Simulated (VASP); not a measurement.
# CoO (P6_3mc) in VASP: notebook, part 2 of 2

VASP 6.6.1.

## Step 4: Single point, PBE, collinear spin, antiferromagnetic start (biaxial strain in the a-b plane: -1.0 %)

INCAR reads:

```
ALGO = Normal
EDIFF = 1E-6
ENCUT = 520
GGA = PE
ISIF = 2
ISMEAR = 0
ISPIN = 2
LASPH = True
LCHARG = True
LELF = True
LMAXMIX = 4
LORBIT = 11
LREAL = False
LVHAR = True
LWAVE = False
MAGMOM = -2.32 2.32 0.17 -0.17
NBANDS = 27
NELM = 150
PREC = Accurate
SIGMA = 0.01
```

KPOINTS reads:

```
k-points
0
Gamma
  12 12 8
```

POSCAR reads:

```
CoO
1.0
    3.1357125005      0.0000000000      0.0000000000
   -1.5678562502      2.7156066844      0.0000000000
    0.0000000000      0.0000000000      5.3202330711
Co O
2 2
Direct
    0.0000000000      0.0000000000      0.0071360793
    0.3333333333      0.6666666667      0.5071361011
    0.0000000000      0.0000000000      0.3678642994
    0.3333333333      0.6666666667      0.8678645202
```

Potentials or basis: VASP PAW PBE potentials, release 64 (Co, O).

On the command line:

```console
$ cat potpaw_PBE.64/Co/POTCAR potpaw_PBE.64/O/POTCAR > POTCAR
$ mpirun -np 1 vasp_std > vasp.out
```

OUTCAR:

```text
EDIFF = 1E-6
   ENCUT = 520
   GGA = PE
   ISIF = 2
   ISMEAR = 0
   ISPIN = 2
   LASPH = True
   LORBIT = 11
   LREAL = False
   NELM = 150
   PREC = Accurate

 ion  position               nearest neighbor table
   1  0.000  0.000  0.007-   3 1.92   4 1.96   4 1.96   4 1.96
   2  0.333  0.667  0.507-   4 1.92   3 1.96   3 1.96   3 1.96
   3  0.000  0.000  0.368-   1 1.92   2 1.96   2 1.96   2 1.96
   4  0.333  0.667  0.868-   2 1.92   1 1.96   1 1.96   1 1.96

  LATTYP: Found a hexagonal cell.
 ALAT       =     3.1357125005
 C/A-ratio  =     1.6966584374

  Lattice vectors:

 A1 = (   3.1357125005,   0.0000000000,   0.0000000000)
 A2 = (  -1.5678562502,   2.7156066844,   0.0000000000)
 A3 = (   0.0000000000,   0.0000000000,   5.3202330711)

Analysis of symmetry for initial positions (statically):
[... 930 lines left out ...]
      1     -13.6980      1.00000
      2     -13.0048      1.00000
      3      -0.8118      1.00000
      4       0.2973      1.00000
      5       0.4434      1.00000
      6       0.4434      1.00000
[... 709 lines left out ...]
     26      21.0817      0.00000
     27      22.2284      0.00000

 [... further k-points ...]
[... 5 lines left out ...]
  --------------------------------------------------------------------------------------
  -------------------------------------------------------------------------------------
  Total        0.7501073      0.7501073     -0.2039490      0.0000000      0.0000000     -0.0000000
  in kB       26.5277382     26.5277382     -7.2127073      0.0000000      0.0000000     -0.0000000
  external PRESSURE =      15.2809231 kB  Pullay stress =       0.0000000 kB

 VOLUME and BASIS-vectors are now :
 -----------------------------------------------------------------------------
  energy-cutoff  :      520.00
  volume of cell :       45.30
      direct lattice vectors                 reciprocal lattice vectors
     3.135712500  0.000000000  0.000000000     0.318906787  0.184120920  0.000000000
    -1.567856250  2.715606684  0.000000000     0.000000000  0.368241839  0.000000000
     0.000000000  0.000000000  5.320233071     0.000000000  0.000000000  0.187961690

 POSITION                                       TOTAL-FORCE (eV/Angst)
 -----------------------------------------------------------------------------------
      0.00000      0.00000      0.03797         0.000000      0.000000      0.164569
     -0.00000      1.81040      2.69808        -0.000000     -0.000000      0.164569
      0.00000      0.00000      1.95712        -0.000000      0.000000     -0.164569
     -0.00000      1.81040      4.61724         0.000000     -0.000000     -0.164569
 -----------------------------------------------------------------------------------
    total drift:                                0.000000     -0.000000      0.000991

  FREE ENERGIE OF THE ION-ELECTRON SYSTEM (eV)
  ---------------------------------------------------
  free  energy   TOTEN  =       -26.7796510847 eV

  energy  without entropy=      -26.7796510847  energy(sigma->0) =      -26.77965108

 total charge

# of ion       s       p       d       tot
------------------------------------------
    1        0.351   0.445   7.230   8.026
    2        0.351   0.445   7.230   8.026
    3        1.553   3.445   0.000   4.998
    4        1.553   3.445   0.000   4.998
--------------------------------------------------
tot          3.807   7.780  14.460  26.047

 magnetization (x)

# of ion       s       p       d       tot
------------------------------------------
    1       -0.007  -0.043  -2.220  -2.270
    2        0.007   0.043   2.220   2.270
    3        0.011   0.153   0.000   0.164
    4       -0.011  -0.153   0.000  -0.164
--------------------------------------------------
tot          0.000   0.000   0.000   0.000
```

OSZICAR:

```text
N       E                     dE             d eps       ncg     rms          rms(c)
DAV:   1     0.252772804961E+03    0.25277E+03   -0.13451E+04 10316   0.131E+03
DAV:   2    -0.444661895987E+01   -0.25722E+03   -0.22918E+03 10668   0.312E+02
DAV:   3    -0.315985763859E+02   -0.27152E+02   -0.25743E+02 11367   0.116E+02
DAV:   4    -0.322128297190E+02   -0.61425E+00   -0.61168E+00 11493   0.180E+01
DAV:   5    -0.322327082379E+02   -0.19879E-01   -0.19875E-01 13913   0.303E+00    0.241E+01
DAV:   6    -0.316805169295E+02    0.55219E+00   -0.39495E+01 13644   0.977E+01    0.326E+01
DAV:   7    -0.265753112307E+02    0.51052E+01   -0.20035E+01 11564   0.906E+01    0.106E+01
DAV:   8    -0.268270048695E+02   -0.25169E+00   -0.23709E+00 12472   0.113E+01    0.623E+00
DAV:   9    -0.267391800244E+02    0.87825E-01   -0.42372E-01 14922   0.860E+00    0.178E+00
DAV:  10    -0.267860782196E+02   -0.46898E-01   -0.15505E-01 13508   0.405E+00    0.867E-01
DAV:  11    -0.267791794010E+02    0.68988E-02   -0.16547E-02 13759   0.149E+00    0.310E-01
DAV:  12    -0.267795620664E+02   -0.38267E-03   -0.48692E-03 12891   0.598E-01    0.997E-02
DAV:  13    -0.267795979779E+02   -0.35911E-04   -0.33792E-04 13034   0.180E-01    0.670E-02
DAV:  14    -0.267796238817E+02   -0.25904E-04   -0.48573E-05 10725   0.693E-02    0.377E-02
DAV:  15    -0.267796488781E+02   -0.24996E-04   -0.59538E-05 12005   0.693E-02    0.125E-02
DAV:  16    -0.267796503490E+02   -0.14709E-05   -0.76200E-06 10999   0.204E-02    0.718E-03
DAV:  17    -0.267796510847E+02   -0.73570E-06   -0.10863E-06  7780   0.102E-02
   1 F= -.26779651E+02 E0= -.26779651E+02  d E =-.166897E-11  mag=    -0.0000
```

Run time: 4.8 min. Hardware: 1 thread of Oxide Virtual Turin-like, shared host; peak memory 0.26 GiB.

Results:

| Quantity | Value |
| --- | --- |
| Free energy | -26.7797 eV |
| Pressure | 1.5 GPa |
| Largest force | 0.165 eV/Å |
| Band gap on the k mesh | 0.09 eV, indirect (least direct gap 0.22 eV) |
| Net moment | 0.00 μB per cell |
| Site moments | Co -2.27, +2.27; O +0.16, -0.16 μB |
| Valence electrons inside the program's atomic spheres | Co 8.03; O 5.00 |

Forces on the atoms (eV/Å):
```
Co   0.000  0.000  0.165
Co   0.000  0.000  0.165
O    0.000  0.000 -0.165
O    0.000  0.000 -0.165
```

Stress tensor (GPa, compression positive):
```
 2.65  0.00  0.00
 0.00  2.65  0.00
 0.00  0.00 -0.72
```

Caveat: the cell differs from its parent crystal (biaxial strain in the a-b plane: -1.0 %). A k mesh can miss the band edges.

## Step 5: Single point, PBE, collinear spin, antiferromagnetic start (biaxial strain in the a-b plane: -1.0 %, then relaxed in part)

INCAR reads:

```
ALGO = Normal ; EDIFF = 1E-6
ENCUT = 520 ; GGA = PE
ISIF = 2 ; ISMEAR = 0
ISPIN = 2 ; LASPH = T
LCHARG = F ; LMAXMIX = 4
LORBIT = 11 ; LREAL = F
LWAVE = F ; MAGMOM = -2.32 2.32 0.17 -0.17
NBANDS = 27 ; NELM = 150
PREC = Accurate ; SIGMA = 0.01
```

KPOINTS is that of step 4.

POSCAR reads:

```
CoO
1.0
    3.1357125005      0.0000000000      0.0000000000
   -1.5678562502      2.7156066844      0.0000000000
    0.0000000000      0.0000000000      5.3272934904
Co O
2 2
Direct
    0.0000000000      0.0000000000      0.0087621452
    0.3333333333      0.6666666667      0.5087624610
    0.0000000000      0.0000000000      0.3662380951
    0.3333333333      0.6666666667      0.8662382986
```

On the command line:

```console
$ cat potpaw_PBE.64/Co/POTCAR potpaw_PBE.64/O/POTCAR > POTCAR
$ mpirun -np 1 vasp_std > vasp.out
```

Run time: 6.6 min. Hardware: 1 thread of Oxide Virtual Turin-like, shared host; peak memory 0.26 GiB.

Results (log left out):

```yaml
Free_energy: -26.7823 eV
Pressure: 1.1 GPa
Largest_force: 0.006 eV/Å
Band_gap_on_the_k_mesh: 0.10 eV, indirect (least direct gap 0.21 eV)
Net_moment: 0.00 μB per cell
Site_moments: Co -2.26, +2.26; O +0.16, -0.16 μB
Valence_electrons_inside_the_program's_atomic_spheres: Co 8.02; O 5.00
```

Forces in eV/Å, atoms in the order of the input:
```
Co   0.000  0.000 -0.006
Co   0.000  0.000 -0.006
O    0.000  0.000  0.006
O    0.000  0.000  0.006
```

Stress tensor (GPa, compression positive):
```
 1.79  0.00  0.00
 0.00  1.79  0.00
 0.00  0.00 -0.17
```

Levels at points of the mesh, in eV from the valence-band top:
Spin up:
```
           k point  band 11  band 12  band 13  band 14  band 15  band 16  band 17  band 18  band 19  band 20
(0.00, 0.00, 0.00)    -1.80    -1.03    -1.03    -0.06    -0.06     0.27     1.77     2.11     2.11     5.83
(0.50, 0.00, 0.00)    -1.85    -1.80    -1.35    -0.24    -0.11     0.10     0.83     1.48     5.95     6.32
(0.00, 0.00, 0.50)    -1.42    -1.00    -1.00     0.00     0.00     0.85     1.97     1.97     2.71     3.22
(0.50, 0.00, 0.50)    -1.82    -1.63    -1.17    -0.44    -0.21     0.27     0.94     1.34     5.54     6.00
```
Spin down:
```csv
k point,band 13,band 14,band 15,band 16,band 17,band 18
"(0.00, 0.00, 0.00)",-1.03,-0.06,-0.06,0.27,1.77,2.11
"(0.50, 0.00, 0.00)",-1.35,-0.24,-0.11,0.10,0.83,1.48
"(0.00, 0.00, 0.50)",-1.00,0.00,0.00,0.85,1.97,1.97
"(0.50, 0.00, 0.50)",-1.17,-0.44,-0.21,0.27,0.94,1.34
```

Caveat: the cell differs from its parent crystal (biaxial strain in the a-b plane: -1.0 %, then relaxed in part). A k mesh can miss the band edges.

## Step 6: Overview

| cell | gap on the mesh (eV) | pressure (GPa) | moment (μB) | largest force (eV/Å) |
| --- | --- | --- | --- | --- |
| a = 3.167, b = 3.167, c = 5.289 Å, angles 90.0, 90.0, 120.0°, 4 atoms | 0.14 | -0.1 | 0.00 | - |
| a = 3.199, b = 3.199, c = 5.257 Å, angles 90.0, 90.0, 120.0°, 4 atoms | 0.18 | -1.6 | 0.00 | 0.17 |
| a = 3.136, b = 3.136, c = 5.320 Å, angles 90.0, 90.0, 120.0°, 4 atoms | 0.09 | 1.5 | 0.00 | 0.16 |
| a = 3.136, b = 3.136, c = 5.327 Å, angles 90.0, 90.0, 120.0°, 4 atoms | 0.10 | 1.1 | 0.00 | 0.01 |

Alike in all rows: task single point; level PBE; potentials or basis VASP PAW PBE potentials, release 64 (Co, O); spin collinear, antiferromagnetic start; k mesh 12 × 12 × 8; cutoff (eV) 520; smearing gaussian 0.01 eV.

Absolute energies hang on the potentials; compare differences alone.
